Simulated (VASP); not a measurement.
Write the native input for VASP 6.6.1 that does the following.

| Item | Value |
| --- | --- |
| Task | single point |
| Functional | PBE |
| Potentials or basis | VASP PAW PBE potentials, release 64 (Al, O) |
| Cutoff | 520 eV |
| k mesh | 6 × 6 × 6 |
| Occupations | gaussian, width 0.03 eV |
| Spin | no spin polarisation |
| Tolerance level | tight |
| Purpose | restart |
| Start | from scratch |
| Further INCAR settings | ALGO = Normal; EDIFF = 1e-06 |

The structure of Al2O3 lies in POSCAR:

```
Al2O3
1.0
    2.3802500000      1.3742379782      4.3318666667
   -2.3802500000      1.3742379782      4.3318666667
    0.0000000000     -2.7484759565      4.3318666667
Al O
4 6
Direct
    0.8521600000      0.8521600000      0.8521600000
    0.6478400000      0.6478400000      0.6478400000
    0.1478400000      0.1478400000      0.1478400000
    0.3521600000      0.3521600000      0.3521600000
    0.0566800000      0.7500000000      0.4433200000
    0.7500000000      0.4433200000      0.0566800000
    0.4433200000      0.0566800000      0.7500000000
    0.9433200000      0.2500000000      0.5566800000
    0.2500000000      0.5566800000      0.9433200000
    0.5566800000      0.9433200000      0.2500000000
```

The input as run:

INCAR

```
GGA      = PE             # functional
ISMEAR   = 0              # smearing method
SIGMA    = 0.03           # smearing width, eV
LWAVE    = False          # write WAVECAR
LCHARG   = False          # write CHGCAR
ISIF     = 2              # what is computed and relaxed
PREC     = Accurate       # precision mode
LASPH    = True           # aspherical terms in the spheres
LREAL    = False          # projectors in reciprocal space
ALGO     = Normal         # electronic algorithm
EDIFF    = 1E-6           # SCF threshold, eV
NELM     = 120            # most SCF steps
GGA_COMPAT= False        
ENCUT    = 520            # plane-wave cutoff, eV
EFERMI   = MIDGAP
```

KPOINTS

```
k-points
0
Gamma
  6 6 6
```

Potentials or basis: VASP PAW PBE potentials, release 64 (Al, O).

Command:

```bash
$ cat potpaw_PBE.64/Al/POTCAR potpaw_PBE.64/O/POTCAR > POTCAR
$ mpirun -np 1 vasp_std > vasp.out
```

It gave:

```
Pressure               : 7.2 GPa
Largest force          : 0.027 eV/Å
Band gap on the k mesh : 6.22 eV
```

Caveat: the cell stands under pressure.

Run time: 47 s on 1 thread of Intel(R) Xeon(R) 6975P-C (Granite Rapids), on a shared host, peak memory 0.23 GiB.
